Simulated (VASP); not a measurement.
# SnTe (F-43m) in VASP: notebook

Aim: see how the results for SnTe move with the level of theory and the settings. Levels: PBE0, PBEsol, r2SCAN. Tasks: single point.

Everything below comes from runs of VASP 6.6.1. Logs are shortened: lines on timing, memory, paths and dates and some standing lists are left out, and cuts for length are marked.

## 1. The cell of the first run

It takes space group F-43m (No. 216, cubic). Conventional cell: a = 7.222 Å, b = 7.222 Å, c = 7.222 Å, α = 90.00°, β = 90.00°, γ = 90.00°. Within 4.1 Å of Te (site symmetry -43m) lie 4 Sn at 3.13 Å. Within 4.1 Å of Sn (site symmetry -43m) lie 4 Te at 3.13 Å.

## 2. Single point, PBE0

The input, POSCAR:

```
SnTe
1.0
    0.0000000000      3.6111460000      3.6111460000
    3.6111460000      0.0000000000      3.6111460000
    3.6111460000      3.6111460000      0.0000000000
Te Sn
1 1
Direct
    0.2500000000      0.2500000000      0.2500000000
    0.0000000000      0.0000000000      0.0000000000
```

The input, INCAR.step1:

```
ALGO = Normal
EDIFF = 1E-5
ENCUT = 520
GGA = PE
ISIF = 2
ISMEAR = -1
LASPH = True
LCHARG = False
LREAL = False
LWAVE = True
NBANDS = 17
NELM = 80
PREC = Accurate
SIGMA = 0.05
```

The input, INCAR.step2:

```
AEXX = 0.25
ALGO = Normal
EDIFF = 1E-7
ENCUT = 520
GGA = PE
ISIF = 2
ISMEAR = -1
ISTART = 1
LASPH = True
LCHARG = False
LHFCALC = True
LREAL = False
LWAVE = False
NBANDS = 17
NELM = 80
PREC = Accurate
PRECFOCK = Normal
SIGMA = 0.05
```

The input, KPOINTS:

```
k-points
0
Gamma
  4 4 4
```

Potentials or basis: VASP PAW PBE potentials, release 64 (Te, Sn_d).

On the command line:

```bash
cat potpaw_PBE.64/Te/POTCAR potpaw_PBE.64/Sn_d/POTCAR > POTCAR
cp INCAR.step1 INCAR
mpirun -np 1 vasp_std > vasp.out
cp INCAR.step2 INCAR
mpirun -np 1 vasp_std > vasp.out
```

OUTCAR:

```text
AEXX = 0.25
   EDIFF = 1E-7
   ENCUT = 520
   GGA = PE
   ISIF = 2
   ISMEAR = -1
   ISTART = 1
   LASPH = True
   LHFCALC = True
   LREAL = False
   NELM = 80
   PREC = Accurate
   PRECFOCK = Normal

 ion  position               nearest neighbor table
   1  0.250  0.250  0.250-   2 3.13   2 3.13   2 3.13   2 3.13
   2  0.000  0.000  0.000-   1 3.13   1 3.13   1 3.13   1 3.13

  LATTYP: Found a face centered cubic cell.
 ALAT       =     7.2222920000

  Lattice vectors:

 A1 = (   0.0000000000,   3.6111460000,   3.6111460000)
 A2 = (   3.6111460000,   0.0000000000,   3.6111460000)
 A3 = (   3.6111460000,   3.6111460000,   0.0000000000)

Analysis of symmetry for initial positions (statically):
=====================================================================
 Subroutine PRICEL returns:
 Original cell was already a primitive cell.

 Routine SETGRP: Setting up the symmetry group for a
 face centered cubic supercell.

 Subroutine GETGRP returns: Found 24 space group operations
 (whereof 24 operations were pure point group operations)
 out of a pool of 48 trial point group operations.

The static configuration has the point symmetry T_d .

Analysis of symmetry for dynamics (positions and initial velocities):
=====================================================================
 Subroutine PRICEL returns:
 Original cell was already a primitive cell.

 Routine SETGRP: Setting up the symmetry group for a
 face centered cubic supercell.

 Subroutine GETGRP returns: Found 24 space group operations
 (whereof 24 operations were pure point group operations)
 out of a pool of 48 trial point group operations.

The dynamic configuration has the point symmetry T_d .

 Subroutine INISYM returns: Found 24 space group operations
 (whereof 24 operations are pure point group operations),
 and found     1 'primitive' translations

----------------------------------------------------------------------------------------

                                     Primitive cell

  volume of cell :      94.1814

  direct lattice vectors                    reciprocal lattice vectors
     0.000000000  3.611146000  3.611146000    -0.138460201  0.138460201  0.138460201
     3.611146000  0.000000000  3.611146000     0.138460201 -0.138460201  0.138460201
     3.611146000  3.611146000  0.000000000     0.138460201  0.138460201 -0.138460201

  length of vectors
     5.106931649  5.106931649  5.106931649     0.239820102  0.239820102  0.239820102

  position of ions in fractional coordinates (direct lattice)
     0.250000000  0.250000000  0.250000000
     0.000000000  0.000000000  0.000000000

  ion indices of the primitive-cell ions
   primitive index   ion index
                 1           1
                 2           2

----------------------------------------------------------------------------------------

 KPOINTS: k-points

Automatic generation of k-mesh.
 Grid dimensions read from file:
 generate k-points for:    4    4    4

 Generating k-lattice:

  Cartesian coordinates                     Fractional coordinates (reciprocal lattice)
    -0.034615050  0.034615050  0.034615050     0.250000000  0.000000000  0.000000000
     0.034615050 -0.034615050  0.034615050     0.000000000  0.250000000  0.000000000
     0.034615050  0.034615050 -0.034615050     0.000000000  0.000000000  0.250000000

  Length of vectors
     0.059955026  0.059955026  0.059955026

  Shift w.r.t. Gamma in fractional coordinates (k-lattice)
     0.000000000  0.000000000  0.000000000

 Subroutine IBZKPT returns following result:
 ===========================================

 Found      8 irreducible k-points:

 Following reciprocal coordinates:
            Coordinates               Weight
  0.000000  0.000000  0.000000      1.000000
  0.250000  0.000000  0.000000      8.000000
  0.500000  0.000000  0.000000      4.000000
  0.250000  0.250000  0.000000      6.000000
  0.500000  0.250000  0.000000     24.000000
 -0.250000  0.250000  0.000000     12.000000
  0.500000  0.500000  0.000000      3.000000
 -0.250000  0.500000  0.250000      6.000000
   k-points           NKPTS =      8   k-points in BZ     NKDIM =     64   number of bands    NBANDS=     17
   number of dos      NEDOS =    301   number of ions     NIONS =      2
   total plane-waves  NPLWV =  64000
   dimension x,y,z NGX =    40 NGY =   40 NGZ =   40
   dimension x,y,z NGXF=    80 NGYF=   80 NGZF=   80
   ions per type =               1   1
   NGX,Y,Z   is equivalent  to a cutoff of  13.02, 13.02, 13.02 a.u.
   NGXF,Y,Z  is equivalent  to a cutoff of  26.04, 26.04, 26.04 a.u.
 SYSTEM =  unknown system
   PREC   = accura    normal or accurate (medium, high low for compatibility)
   ISTART =      1    job   : 0-new  1-cont  2-samecut
   ICHARG =      0    charge: 1-file 2-atom 10-const
   ISPIN  =      1    spin polarized calculation?
   LNONCOLLINEAR =      F non collinear calculations
   LSORBIT =      F    spin-orbit coupling
   LASPH  =      T    aspherical Exc in radial PAW
   ENCUT  =  520.0 eV  38.22 Ry    6.18 a.u.   9.50  9.50  9.50*2*pi/ulx,y,z
   NELM   =     80;   NELMIN=  2; NELMDL=  0     # of ELM steps
   EDIFF  = 0.1E-06   stopping-criterion for ELM
   LREAL  =      F    real-space projection
   EDIFFG = 0.1E-05   stopping-criterion for IOM
   NSW    =      0    number of steps for IOM
   IBRION =     -1    ionic relax: 0-MD 1-quasi-New 2-CG
   NFREE  =      0    steps in history (QN), initial steepest desc. (CG)
   ISIF   =      2    stress and relaxation
   ISYM   =      3    0-nonsym 1-usesym 2-fastsym
   POTIM  = 0.5000    time-step for ionic-motion
   TEBEG  =    0.0;   TEEND  =   0.0 temperature during run
   PSTRESS=    0.0 pullay stress
   NELECT =      20.0000    total number of electrons
   NUPDOWN=      -1.0000    fix difference up-down
   EMIN   =  10.00;   EMAX   =-10.00  energy-range for DOS
   EFERMI =   0.00;   METHOD = LEGACY
   ISMEAR =    -1;   SIGMA  =   0.05  broadening in eV -4-tet -1-fermi 0-gaus
   EFERMI_NEDOS =   21; number of points for ismear=-14 and -15
   IALGO  =     38    algorithm
   IMIX   =      1    mixing-type and parameters
     AMIX     =   0.40;   BMIX     =  1.00
     AMIX_MAG =   1.60;   BMIX_MAG =  1.00
  volume/ion in A,a.u.               =      47.09       317.78
  Fermi-wavevector in a.u.,A,eV,Ry     =   0.976704  1.845704 12.979296  0.953951
  Thomas-Fermi vector in A             =   2.107344
   LORBIT       =      0    0 simple, 1 ext, 2 COOP (PROOUT), +10 PAW based schemes
   GGA     = PE    functional components
   LHFCALC =     T    Hartree Fock is set to
   PRECFOCK=normal    Normal, Fast or Accurate (Low or Medium for compatibility)
   ENCUT4O =  -1.0   cutoff for four orbital integrals eV
   NKREDX  =     1    reduce k-point grid by
   NKREDY  =     1    reduce k-point grid by
   NKREDZ  =     1    reduce k-point grid by
   AEXX    =    0.2500 exact exchange contribution
   HFSCREEN=    0.0000 screening length (either q_TF or 0.3 A-1)
   HFSCREENC=   0.0000 screening length for correlation (either q_TF or 0.3 A-1)
   ENCUTFOCK=  -1.0 apply spherical cutoff to Coloumb kernel
   IVDW    =     0    specifies the selected vdW correction
   LEPSILON=     F    determine dielectric tensor
   LRPA    =     F    only Hartree local field effects (RPA)
 non-spin polarized calculation
  energy-cutoff  :      520.00
  volume of cell :       94.18
 maximum number of plane-waves:      2637
 NGX is ok and might be reduce to    40
  NGX = 30; NGY = 30; NGZ = 30

 number of electron      19.9999999 magnetization

 Free energy of the ion-electron system (eV)
  ---------------------------------------------------
  ext. energy  EPLUGINS =         0.00000000
  ---------------------------------------------------
  free energy    TOTEN  =        -9.44215651 eV

  energy without entropy =       -9.44214915  energy(sigma->0) =       -9.44215283

 E-fermi :   3.2120     XC(G=0):  -5.9185

 val. band max:        2.7002640608   @ k =  -0.2500   0.5000   0.2500
 cond. band min:       3.6895449082   @ k =   0.5000   0.5000   0.0000
 fundamental gap:      0.9892808474
 Fermi energy:         3.2119716797

 k-point     1 :       0.0000    0.0000    0.0000
  band No.  band energies     occupation
      1     -21.5717      2.00000
      2     -21.5717      2.00000
      3     -21.5717      2.00000
      4     -21.5601      2.00000
      5     -21.5601      2.00000
      6     -10.1905      2.00000
      7      -3.0298      2.00000
      8       0.3871      2.00000
      9       0.3871      2.00000
     10       0.3871      2.00000
     11       4.6906      0.00000
     12       4.6906      0.00000
     13       4.6906      0.00000
     14       7.8236      0.00000
     15      10.3758      0.00000
     16      10.3758      0.00000
     17      11.5268      0.00000

 k-point     2 :       0.2500    0.0000    0.0000
  band No.  band energies     occupation
      1     -21.5719      2.00000
      2     -21.5708      2.00000
      3     -21.5708      2.00000
      4     -21.5602      2.00000
      5     -21.5602      2.00000
      6      -9.9136      2.00000
      7      -4.2181      2.00000
      8       0.0525      2.00000
      9       0.0525      2.00000
     10       0.5773      2.00000
     11       5.2315      0.00000
     12       5.2315      0.00000
     13       5.4341      0.00000
     14       9.1869      0.00000
     15       9.7477      0.00000
     16       9.7477      0.00000
     17      11.0379      0.00000

 k-point     3 :       0.5000    0.0000    0.0000
  band No.  band energies     occupation
      1     -21.5723      2.00000
      2     -21.5700      2.00000
      3     -21.5700      2.00000
      4     -21.5601      2.00000
      5     -21.5601      2.00000
      6      -9.5653      2.00000
      7      -5.2023      2.00000
      8      -0.2126      2.00000
      9      -0.2126      2.00000
     10       0.3925      2.00000
     11       5.5587      0.00000
     12       5.5587      0.00000
     13       7.3029      0.00000
     14       9.4325      0.00000
     15      10.2442      0.00000
     16      10.8857      0.00000
     17      10.8857      0.00000

 k-point     4 :       0.2500    0.2500    0.0000
  band No.  band energies     occupation
      1     -21.5731      2.00000
      2     -21.5699      2.00000
      3     -21.5699      2.00000
      4     -21.5606      2.00000
      5     -21.5598      2.00000
      6      -9.8143      2.00000
      7      -4.4665      2.00000
      8      -0.4054      2.00000
      9      -0.4054      2.00000
     10       1.5902      2.00000
     11       3.9518      0.00000
     12       6.1743      0.00000
     13       6.1743      0.00000
     14       8.3153      0.00000
     15      10.0641      0.00000
     16      11.0271      0.00000
     17      12.8380      0.00000

 k-point     5 :       0.5000    0.2500    0.0000
  band No.  band energies     occupation
      1     -21.5733      2.00000
      2     -21.5692      2.00000
      3     -21.5690      2.00000
      4     -21.5607      2.00000
      5     -21.5598      2.00000
      6      -9.4468      2.00000
      7      -5.3502      2.00000
      8      -1.1685      2.00000
      9      -0.6240      2.00000
     10       1.9320      2.00000
     11       4.7697      0.00000
     12       6.6504      0.00000
     13       6.6539      0.00000
     14       9.1724      0.00000
     15      10.4117      0.00000
     16      11.1446      0.00000
     17      11.9825      0.00000

 k-point     6 :      -0.2500    0.2500    0.0000
  band No.  band energies     occupation
      1     -21.5725      2.00000
      2     -21.5699      2.00000
      3     -21.5696      2.00000
      4     -21.5602      2.00000
      5     -21.5602      2.00000
      6      -9.5768      2.00000
      7      -5.0785      2.00000
      8      -1.1746      2.00000
      9      -0.2357      2.00000
     10       1.6717      2.00000
     11       5.4882      0.00000
     12       5.8428      0.00000
     13       6.1465      0.00000
     14       9.3671      0.00000
     15       9.5759      0.00000
     16      10.8177      0.00000
     17      12.0527      0.00000

 k-point     7 :       0.5000    0.5000    0.0000
  band No.  band energies     occupation
      1     -21.5746      2.00000
      2     -21.5682      2.00000
      3     -21.5682      2.00000
      4     -21.5612      2.00000
      5     -21.5594      2.00000
      6      -9.3085      2.00000
      7      -5.6142      2.00000
      8      -0.9487      2.00000
      9      -0.9487      2.00000
     10       1.8919      2.00000
     11       3.6895      0.00014
     12       7.8870      0.00000
     13       7.8870      0.00000
     14       9.2695      0.00000
     15      10.2927      0.00000
     16      12.1915      0.00000
     17      12.1915      0.00000

 k-point     8 :      -0.2500    0.5000    0.2500
  band No.  band energies     occupation
      1     -21.5734      2.00000
      2     -21.5693      2.00000
      3     -21.5682      2.00000
      4     -21.5607      2.00000
      5     -21.5598      2.00000
      6      -9.3047      2.00000
      7      -5.5909      2.00000
      8      -1.2648      2.00000
      9      -1.1363      2.00000
     10       2.7003      1.99993
     11       5.0548      0.00000
     12       5.9941      0.00000
     13       6.9410      0.00000
     14       9.2452      0.00000
     15      10.2635      0.00000
     16      11.8827      0.00000
     17      11.8941      0.00000

------------------------ aborting loop because EDIFF is reached ----------------------------------------

  FORCE on cell =-STRESS in cart. coord.  units (eV):
  Direction    XX          YY          ZZ          XY          YZ          ZX
  --------------------------------------------------------------------------------------
  -------------------------------------------------------------------------------------
  Total       -0.4612071     -0.4612071     -0.4612071      0.0000000      0.0000000     -0.0000000
  in kB       -7.8458750     -7.8458750     -7.8458750      0.0000000      0.0000000     -0.0000000
  external PRESSURE =      -7.8458750 kB  Pullay stress =       0.0000000 kB

 VOLUME and BASIS-vectors are now :
 -----------------------------------------------------------------------------
  energy-cutoff  :      520.00
  volume of cell :       94.18
      direct lattice vectors                 reciprocal lattice vectors
     0.000000000  3.611146000  3.611146000    -0.138460201  0.138460201  0.138460201
     3.611146000  0.000000000  3.611146000     0.138460201 -0.138460201  0.138460201
     3.611146000  3.611146000  0.000000000     0.138460201  0.138460201 -0.138460201

 POSITION                                       TOTAL-FORCE (eV/Angst)
 -----------------------------------------------------------------------------------
      1.80557      1.80557      1.80557         0.000000      0.000000      0.000000
      0.00000      0.00000      0.00000        -0.000000     -0.000000     -0.000000
 -----------------------------------------------------------------------------------
    total drift:                                0.000001     -0.000000     -0.000000

  FREE ENERGIE OF THE ION-ELECTRON SYSTEM (eV)
  ---------------------------------------------------
  free  energy   TOTEN  =        -9.4421565059 eV

  energy  without entropy=       -9.4421491510  energy(sigma->0) =       -9.44215283
```

Run time: 55 min. Hardware: 1 thread of Intel Xeon 8259CL, shared host; peak memory 0.26 GiB.

Results:

* Free energy: -9.4422 eV
* Pressure: -0.8 GPa
* Band gap on the k mesh: 0.99 eV (least direct gap 1.80 eV)

Caveat: the PAW data sets were made with another functional, which shifts forces and pressure a little; spin-orbit coupling is left out, which moves the levels of the heavy elements. A k mesh can miss the band edges.

## 3. Single point, PBEsol

The input, INCAR:

```
ALGO = Normal
EDIFF = 1E-6
ENCUT = 520
GGA = PS
ISIF = 2
ISMEAR = -1
LASPH = True
LCHARG = True
LELF = True
LREAL = False
LVHAR = True
LWAVE = False
NBANDS = 17
NELM = 60
PREC = Accurate
SIGMA = 0.05
```

The input, KPOINTS:

```
k-points
0
Gamma
  6 6 6
```

POSCAR is that of step 2.

Potentials or basis: VASP PAW PBE potentials, release 64 (Te, Sn_d).

On the command line:

```bash
cat potpaw_PBE.64/Te/POTCAR potpaw_PBE.64/Sn_d/POTCAR > POTCAR
mpirun -np 1 vasp_std > vasp.out
```

Run time: 32 s. Hardware: 1 thread of Intel Xeon 8259CL, shared host; peak memory 0.25 GiB.

The run converged. Its results:

```yaml
Free_energy: -7.6025 eV
Pressure: -1.4 GPa
Band_gap_on_the_k_mesh: 0.23 eV (least direct gap 0.76 eV)
```

Levels at points of the mesh, in eV from the valence-band top:
| k point | band 6 | band 7 | band 8 | band 9 | band 10 | band 11 | band 12 | band 13 | band 14 | band 15 |
| --- | --- | --- | --- | --- | --- | --- | --- | --- | --- | --- |
| (0.00, 0.00, 0.00) | -11.38 | -5.05 | -1.76 | -1.76 | -1.76 | 1.16 | 1.16 | 1.16 | 4.14 | 6.59 |
| (0.50, 0.00, 0.00) | -10.84 | -6.86 | -2.30 | -2.30 | -1.90 | 1.96 | 1.96 | 3.54 | 5.71 | 6.44 |
| (0.50, 0.50, 0.00) | -10.62 | -7.22 | -2.96 | -2.96 | -0.53 | 0.23 | 4.04 | 4.04 | 5.50 | 6.49 |

Caveat: semilocal functionals underestimate gaps, and a narrow one can read as zero; the PAW data sets were made with another functional, which shifts forces and pressure a little; spin-orbit coupling is left out, which moves the levels of the heavy elements. A k mesh can miss the band edges.

## 4. Single point, r2SCAN

This run uses another cell than the first one, of 28.70 Å³/atom.

The input, POSCAR:

```
SnTe
1.0
    0.0000000000      3.0618394911      3.0618394911
    3.0618394911      0.0000000000      3.0618394911
    3.0618394911      3.0618394911      0.0000000000
Te Sn
1 1
Direct
    0.2500000000      0.2500000000      0.2500000000
    0.0000000000      0.0000000000      0.0000000000
```

The input, INCAR.step1:

```
SYSTEM = SnTe
PREC = Accurate ; ENCUT = 520
ISMEAR = -1 ; SIGMA = 0.05
LREAL = .False. ; LASPH = .True.
NELM = 80 ; NBANDS = 17
GGA = PE ; ALGO = Normal
EDIFF = 1E-4 ; LWAVE = .True.
LCHARG = .False.
```

The input, INCAR.step2:

```
SYSTEM = SnTe
PREC = Accurate ; ENCUT = 520
EDIFF = 1E-6 ; ISMEAR = -1
SIGMA = 0.05 ; LREAL = .False.
LASPH = .True. ; NELM = 80
ALGO = Normal ; ISIF = 2
LWAVE = .False. ; LCHARG = .True.
METAGGA = R2SCAN ; LMIXTAU = .True.
LELF = .True. ; LVHAR = .True.
NBANDS = 17 ; ISTART = 1
```

The input, KPOINTS:

```
regular mesh
0
Gamma
  7 7 7
  0 0 0
```

On the command line:

```bash
cat potpaw_PBE.64/Te/POTCAR potpaw_PBE.64/Sn_d/POTCAR > POTCAR
cp INCAR.step1 INCAR
mpirun -np 1 vasp_std > vasp.out
cp INCAR.step2 INCAR
mpirun -np 1 vasp_std > vasp.out
```

It took 68 s on 1 thread of Intel Xeon 8259CL, shared host; peak memory 0.19 GiB.

The run converged. Its results:

```
Free energy            : -47.8463 eV
Pressure               : 30.0 GPa
Band gap on the k mesh : zero (bands 10 and 11 overlap by 1.03 eV)
```

Levels at points of the mesh, in eV from the Fermi level:
```csv
k point,band 8,band 9,band 10,band 11,band 12,band 13
"(0.00, 0.00, 0.00)",-3.43,-3.43,-3.13,0.38,0.38,0.38
```

Caveat: the cell stands under pressure; the PAW data sets were made with another functional, which shifts forces and pressure a little; spin-orbit coupling is left out, which moves the levels of the heavy elements.

## 5. Summary

| level | cell | k mesh | grid for exact exchange (PRECFOCK) | share of exact exchange | gap on the mesh (eV) | pressure (GPa) |
| --- | --- | --- | --- | --- | --- | --- |
| PBE0 | a = 5.107 Å, angles 60.0°, 2 atoms | 4 × 4 × 4 | Normal | 0.25 | 0.99 | -0.8 |
| PBEsol | a = 5.107 Å, angles 60.0°, 2 atoms | 6 × 6 × 6 | - | - | 0.23 | -1.4 |
| r2SCAN | a = 4.330 Å, angles 60.0°, 2 atoms | 7 × 7 × 7 | - | - | none | 30.0 |

Alike in all rows: task single point; potentials or basis VASP PAW PBE potentials, release 64 (Te, Sn_d); no spin polarisation; cutoff (eV) 520; smearing fermi-dirac 0.05 eV.

Caveats: the PAW data sets were made with another functional, which shifts forces and pressure a little; spin-orbit coupling is left out, which moves the levels of the heavy elements; semilocal functionals underestimate gaps, and a narrow one can read as zero (at least some runs); the cell stands under pressure (at least some runs).

Absolute energies hang on the potentials; compare differences alone.

The gap in the log of VASP goes by the Fermi energy; the results here count the filled bands.